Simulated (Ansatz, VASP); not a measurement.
## One calculation of F, two programs

File INCAR:

```
SYSTEM = F
ALGO = Normal
EDIFF = 1E-6
ENCUT = 520
GGA = PS
ISIF = 2
ISMEAR = 0
LASPH = .TRUE.
LCHARG = .TRUE.
LELF = .TRUE.
LREAL = .FALSE.
LVHAR = .TRUE.
LWAVE = .FALSE.
NBANDS = 22
NELM = 60
PREC = Accurate
SIGMA = 0.05
```

Contents of KPOINTS:

```
k-points
0
G
  4 4 2
  0 0 0
```

POSCAR

```
F
1.0
    3.1573117572     -1.8146152765     -0.2435191204
    3.1573117572      1.8146152765     -0.2435191204
   -2.3740572529      0.0000000000      7.2670371310
F
4
Direct
    0.0848459664      0.0848459664      0.1059920108
    0.9151540336      0.9151540336      0.8940079892
    0.5015719855      0.5015719855      0.5937195244
    0.4984280145      0.4984280145      0.4062804756
```

Input for Ansatz:

```yaml
crystal:
  lattice:
    - [3.1573117572, -1.8146152765, -0.2435191204]
    - [3.1573117572, 1.8146152765, -0.2435191204]
    - [-2.3740572529, 0.0, 7.267037131]
  atoms:
    - { symbol: F, position: [0.0848459664, 0.0848459664, 0.1059920108] }
    - { symbol: F, position: [0.9151540336, 0.9151540336, 0.8940079892] }
    - { symbol: F, position: [0.5015719855, 0.5015719855, 0.5937195244] }
    - { symbol: F, position: [0.4984280145, 0.4984280145, 0.4062804756] }
basis:
  ecutwfc: 520.0
kpoints:
  mp_grid: { grid: [4, 4, 2] }
hamiltonian:
  xc: pbesol
scf:
  occupations: { method: gaussian, width: 0.05 }
output:
  forces: true
  stress: true
  eigenvalues: true
```

Alike in both runs: task single point; functional PBEsol; k mesh 4 × 4 × 2; occupations gaussian, width 0.05 eV; no spin polarisation.

|  | VASP | Ansatz |
| --- | --- | --- |
| version | VASP 6.6.1 | Ansatz 0.2.0 |
| potentials or method | VASP PAW PBE potentials, release 64 (F), cutoff 520 eV | scalar-relativistic, plane waves, PAW |
| valence electrons in the cell | 28 | 28 |

```csv
,VASP,Ansatz,Ansatz less VASP
gap on the k mesh at the Fermi level (eV),1.67,1.71,+0.042
least direct gap on the mesh (eV),1.75,1.79,+0.043
pressure (GPa),-4.6,-4.7,-0.06
"traceless stress, the component that is largest in VASP (GPa)",-6.49,-7.43,-0.934
rms of the force components (eV/Å),1.375,1.469,+0.0941
```

VASP's potentials were made for PBE, not for PBEsol. Atom by atom the forces differ by 0.169 eV/Å (rms over components).

The k mesh is coarse, so the values compare programs but aren't converged.
